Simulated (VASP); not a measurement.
# O (Fd-3m) in VASP: notebook, part 2 of 2

VASP 6.6.1.

### 4 Single point, PBEsol

This run uses another cell than the first one, of 10.21 Å³/atom, 1.667 times its volume.

INCAR

```
PREC = Accurate
ENCUT = 520
EDIFF = 1E-6
ISMEAR = -1
SIGMA = 0.08
LREAL = False
LASPH = True
NELM = 80
ALGO = Normal
ISIF = 2
LWAVE = False
LCHARG = False
GGA = PS
NBANDS = 13
```

KPOINTS

```
regular mesh
0
Gamma
  14 14 14
```

POSCAR

```
O
1.0
    0.0000000000      2.1695990356      2.1695990356
    2.1695990356      0.0000000000      2.1695990356
    2.1695990356      2.1695990356      0.0000000000
O
2
Direct
   -0.1250000000     -0.1250000000     -0.1250000000
    0.1250000000      0.1250000000      0.1250000000
```

Potentials or basis: VASP PAW PBE potentials, release 64 (O).

Run with:

```console
cat potpaw_PBE.64/O/POTCAR > POTCAR
mpirun -np 1 vasp_std > vasp.out
```

OUTCAR:

```text
PREC = Accurate
   ENCUT = 520
   EDIFF = 1E-6
   ISMEAR = -1
   LREAL = False
   LASPH = True
   NELM = 80
   ISIF = 2
   GGA = PS

 ion  position               nearest neighbor table
   1  0.875  0.875  0.875-   2 1.88   2 1.88   2 1.88   2 1.88
   2  0.125  0.125  0.125-   1 1.88   1 1.88   1 1.88   1 1.88

  LATTYP: Found a face centered cubic cell.
 ALAT       =     4.3391980712

  Lattice vectors:

 A1 = (   0.0000000000,   2.1695990356,   2.1695990356)
 A2 = (   2.1695990356,   0.0000000000,   2.1695990356)
 A3 = (   2.1695990356,   2.1695990356,   0.0000000000)

Analysis of symmetry for initial positions (statically):
=====================================================================
 Subroutine PRICEL returns:
 Original cell was already a primitive cell.

 Routine SETGRP: Setting up the symmetry group for a
 face centered cubic supercell.

 Subroutine GETGRP returns: Found 48 space group operations
 (whereof 12 operations were pure point group operations)
 out of a pool of 48 trial point group operations.

The static configuration has the point symmetry D_3d.
 The point group associated with its full space group is O_h .

Analysis of symmetry for dynamics (positions and initial velocities):
=====================================================================
 Subroutine PRICEL returns:
 Original cell was already a primitive cell.

 Routine SETGRP: Setting up the symmetry group for a
 face centered cubic supercell.

 Subroutine GETGRP returns: Found 48 space group operations
 (whereof 12 operations were pure point group operations)
 out of a pool of 48 trial point group operations.

The dynamic configuration has the point symmetry D_3d.
 The point group associated with its full space group is O_h .

 Subroutine INISYM returns: Found 48 space group operations
 (whereof 12 operations are pure point group operations),
 and found     1 'primitive' translations

----------------------------------------------------------------------------------------
[... 116 lines left out ...]
  Thomas-Fermi vector in A             =   2.496856
   LORBIT       =      0    0 simple, 1 ext, 2 COOP (PROOUT), +10 PAW based schemes
   GGA     = PS    functional components
   LHFCALC =     F    Hartree Fock is set to
   AEXX    =    0.0000 exact exchange contribution
   IVDW    =     0    specifies the selected vdW correction
   LEPSILON=     F    determine dielectric tensor
   LRPA    =     F    only Hartree local field effects (RPA)
 non-spin polarized calculation
  energy-cutoff  :      520.00
  volume of cell :       20.43
 maximum number of plane-waves:       568
   NGX = 11   NGY = 11   NGZ = 11

 number of electron      11.9999994 magnetization

 Free energy of the ion-electron system (eV)
  ---------------------------------------------------
  ext. energy  EPLUGINS =         0.00000000
  ---------------------------------------------------
  free energy    TOTEN  =        -6.77527855 eV

  energy without entropy =       -6.74544834  energy(sigma->0) =       -6.76036344

 E-fermi :   0.8501     XC(G=0): -10.4754

 val. band max:        0.8372424272   @ k =  -0.2143   0.1429   0.0000
 cond. band min:       0.8801363246   @ k =   0.2143   0.0714   0.0000
 fundamental gap:      0.0428938974
 Fermi energy:         0.8500521274

 k-point     1 :       0.0000    0.0000    0.0000
  band No.  band energies     occupation
      1     -20.9627      2.00000
      2     -12.4586      2.00000
      3      -3.1382      2.00000
      4      -3.1382      2.00000
      5      -3.1382      2.00000
      6       0.1411      1.99972
      7       0.1411      1.99972
      8       0.1411      1.99972
      9      10.5373      0.00000
     10      24.4924      0.00000
     11      24.4924      0.00000
     12      24.4924      0.00000
     13      24.9964      0.00000
[... 354 lines left out ...]
  band No.  band energies     occupation
      1     -20.0792      2.00000
      2     -14.0140      2.00000
      3      -4.3962      2.00000
      4      -4.1598      2.00000
      5      -2.6040      2.00000
      6      -0.1095      1.99999
      7       1.3002      0.00718
      8       1.4173      0.00166
      9      12.4319      0.00000
     10      17.8182      0.00000
     11      23.1106      0.00000
     12      23.1839      0.00000
     13      27.8846      0.00000

 [... further k-points ...]
[... 5 lines left out ...]
  --------------------------------------------------------------------------------------
  -------------------------------------------------------------------------------------
  Total       -0.0163128     -0.0163128     -0.0163128     -0.0000000      0.0000000      0.0000000
  in kB       -1.2795915     -1.2795915     -1.2795915     -0.0000000      0.0000000      0.0000000
  external PRESSURE =      -1.2795915 kB  Pullay stress =       0.0000000 kB

 VOLUME and BASIS-vectors are now :
 -----------------------------------------------------------------------------
  energy-cutoff  :      520.00
  volume of cell :       20.43
      direct lattice vectors                 reciprocal lattice vectors
     0.000000000  2.169599036  2.169599036    -0.230457330  0.230457330  0.230457330
     2.169599036  0.000000000  2.169599036     0.230457330 -0.230457330  0.230457330
     2.169599036  2.169599036  0.000000000     0.230457330  0.230457330 -0.230457330

 POSITION                                       TOTAL-FORCE (eV/Angst)
 -----------------------------------------------------------------------------------
      3.79680      3.79680      3.79680        -0.000000     -0.000000     -0.000000
      0.54240      0.54240      0.54240         0.000000      0.000000      0.000000
 -----------------------------------------------------------------------------------
    total drift:                                0.000000      0.000000      0.000000

  FREE ENERGIE OF THE ION-ELECTRON SYSTEM (eV)
  ---------------------------------------------------
  free  energy   TOTEN  =        -6.7752785518 eV

  energy  without entropy=       -6.7454483381  energy(sigma->0) =       -6.76036344
```

OSZICAR:

```text
N       E                     dE             d eps       ncg     rms          rms(c)
DAV:   1     0.411233180145E+02    0.41123E+02   -0.69539E+03  2792   0.880E+02
DAV:   2    -0.540277059476E+01   -0.46526E+02   -0.44143E+02  3416   0.187E+02
DAV:   3    -0.677280179439E+01   -0.13700E+01   -0.13530E+01  3239   0.293E+01
DAV:   4    -0.677695114731E+01   -0.41494E-02   -0.41492E-02  3374   0.188E+00
DAV:   5    -0.677696541452E+01   -0.14267E-04   -0.14267E-04  3344   0.998E-02    0.748E-01
DAV:   6    -0.677474031002E+01    0.22251E-02   -0.47485E-03  3454   0.658E-01    0.399E-01
DAV:   7    -0.677516794002E+01   -0.42763E-03   -0.17861E-03  3259   0.437E-01    0.117E-01
DAV:   8    -0.677526992788E+01   -0.10199E-03   -0.16918E-04  3469   0.113E-01    0.100E-02
DAV:   9    -0.677527776414E+01   -0.78363E-05   -0.56657E-06  3339   0.185E-02    0.358E-03
DAV:  10    -0.677527855176E+01   -0.78762E-06   -0.93097E-07  2886   0.797E-03
   1 F= -.67752786E+01 E0= -.67603634E+01  d E =-.298302E-01
```

stdout:

```text
POSCAR found type information on POSCAR O
 POSCAR found :  1 types and       2 ions
 scaLAPACK will be used
 -----------------------------------------------------------------------------
|                                                                             |
|                                                                             |
|     You enforced a specific xc type in the INCAR file but a different       |
|     I HOPE YOU KNOW WHAT YOU ARE DOING!                                     |
|                                                                             |
 -----------------------------------------------------------------------------

 LDA part: xc-table for (Slater+PW92), standard interpolation
 POSCAR, INCAR and KPOINTS ok, starting setup
 FFT: planning ... GRIDC
 FFT: planning ... GRID_SOFT
 FFT: planning ... GRID
 WAVECAR not read
 entering main loop
```

It took 9.5 s on 1 thread of Intel Xeon Platinum 8375C at 2.90GHz (Ice Lake), shared host; peak memory 0.14 GiB.

Results:

```
Free energy            : -6.7753 eV
Pressure               : -0.1 GPa
Band gap on the k mesh : zero (band 6 reaches 1.28 eV, above the bottom of band 7 at 0.14 eV)
```

Levels at points of the mesh, in eV from the Fermi level:
```tsv
k point	band 2	band 3	band 4	band 5	band 6	band 7	band 8	band 9	band 10	band 11
(0.00, 0.00, 0.00)	-13.31	-3.99	-3.99	-3.99	-0.71	-0.71	-0.71	9.69	23.64	23.64
(0.50, 0.00, 0.00)	-16.28	-5.27	-4.97	-4.97	0.43	0.43	1.26	13.23	15.91	20.08
(0.50, 0.50, 0.00)	-18.19	-6.12	-6.12	-2.27	-2.27	1.82	1.82	13.22	13.22	23.61
```

Caveat: the PAW data sets were made with another functional, which shifts forces and pressure a little.

### 5 Single point, PBEsol

This run uses another cell than the first one, of 10.21 Å³/atom, 1.667 times its volume.

INCAR

```
  PREC = Accurate
  ENCUT = 520
  EDIFF = 1E-6
  ISMEAR = -1
  SIGMA = 0.08
  LREAL = F
  LASPH = T
  NELM = 80
  ALGO = Normal
  ISIF = 2
  LWAVE = F
  LCHARG = F
  GGA = PS
  NBANDS = 13
```

KPOINTS

```
Automatic mesh
0
Gamma
  14 14 14
```

POSCAR

```
O
1.0
    0.0000000000      2.1696865118      2.1696865118
    2.1696865118      0.0000000000      2.1696865118
    2.1696865118      2.1696865118      0.0000000000
O
2
Direct
   -0.1250000000     -0.1250000000     -0.1250000000
    0.1250000000      0.1250000000      0.1250000000
```

Potentials or basis: VASP PAW PBE potentials, release 64 (O).

Run with:

```console
cat potpaw_PBE.64/O/POTCAR > POTCAR
mpirun -np 1 vasp_std > vasp.out
```

OUTCAR:

```text
PREC = Accurate
   ENCUT = 520
   EDIFF = 1E-6
   ISMEAR = -1
   LREAL = F
   LASPH = T
   NELM = 80
   ISIF = 2
   GGA = PS

 ion  position               nearest neighbor table
   1  0.875  0.875  0.875-   2 1.88   2 1.88   2 1.88   2 1.88
   2  0.125  0.125  0.125-   1 1.88   1 1.88   1 1.88   1 1.88

  LATTYP: Found a face centered cubic cell.
 ALAT       =     4.3393730236

  Lattice vectors:

[... 559 lines left out ...]
      4      -4.1604      2.00000
      5      -2.6050      2.00000
      6      -0.1107      1.99999
      7       1.2988      0.00718
      8       1.4158      0.00167
      9      12.4302      0.00000
     10      17.8167      0.00000
     11      23.1083      0.00000
     12      23.1818      0.00000
     13      27.8817      0.00000

 [... further k-points ...]
[... 5 lines left out ...]
  --------------------------------------------------------------------------------------
  -------------------------------------------------------------------------------------
  Total       -0.0184298     -0.0184298     -0.0184298     -0.0000000      0.0000000      0.0000000
  in kB       -1.4454737     -1.4454737     -1.4454737     -0.0000000      0.0000000      0.0000000
  external PRESSURE =      -1.4454737 kB  Pullay stress =       0.0000000 kB

 VOLUME and BASIS-vectors are now :
 -----------------------------------------------------------------------------
  energy-cutoff  :      520.00
  volume of cell :       20.43
      direct lattice vectors                 reciprocal lattice vectors
     0.000000000  2.169686512  2.169686512    -0.230448038  0.230448038  0.230448038
     2.169686512  0.000000000  2.169686512     0.230448038 -0.230448038  0.230448038
     2.169686512  2.169686512  0.000000000     0.230448038  0.230448038 -0.230448038

 POSITION                                       TOTAL-FORCE (eV/Angst)
 -----------------------------------------------------------------------------------
      3.79695      3.79695      3.79695        -0.000000     -0.000000     -0.000000
      0.54242      0.54242      0.54242         0.000000      0.000000      0.000000
 -----------------------------------------------------------------------------------
    total drift:                                0.000000      0.000000      0.000000

  FREE ENERGIE OF THE ION-ELECTRON SYSTEM (eV)
  ---------------------------------------------------
  free  energy   TOTEN  =        -6.7752763143 eV

  energy  without entropy=       -6.7454453715  energy(sigma->0) =       -6.76036084
```

Wall time 11 s (1 thread of Intel Xeon Platinum 8375C at 2.90GHz (Ice Lake), shared host); peak memory 0.14 GiB.

What came out:

```
Free energy            : -6.7753 eV
Pressure               : -0.1 GPa
Band gap on the k mesh : zero (band 6 reaches 1.28 eV, above the bottom of band 7 at 0.14 eV)
```

Caveat: the PAW data sets were made with another functional, which shifts forces and pressure a little.

### 6 Overview

```csv
cell,gap on the mesh (eV),pressure (GPa)
"a = 2.588 Å, angles 60.0°, 2 atoms",none,195.0
"a = 2.895 Å, angles 60.0°, 2 atoms",none,33.8
"a = 3.068 Å, angles 60.0°, 2 atoms",none,-0.1
```

Alike in all rows: task single point; level PBEsol; potentials or basis VASP PAW PBE potentials, release 64 (O); no spin polarisation; k mesh 14 × 14 × 14; cutoff (eV) 520; smearing fermi-dirac 0.08 eV.

Caveats: the PAW data sets were made with another functional, which shifts forces and pressure a little.

Absolute energies hang on the potentials; compare differences alone.
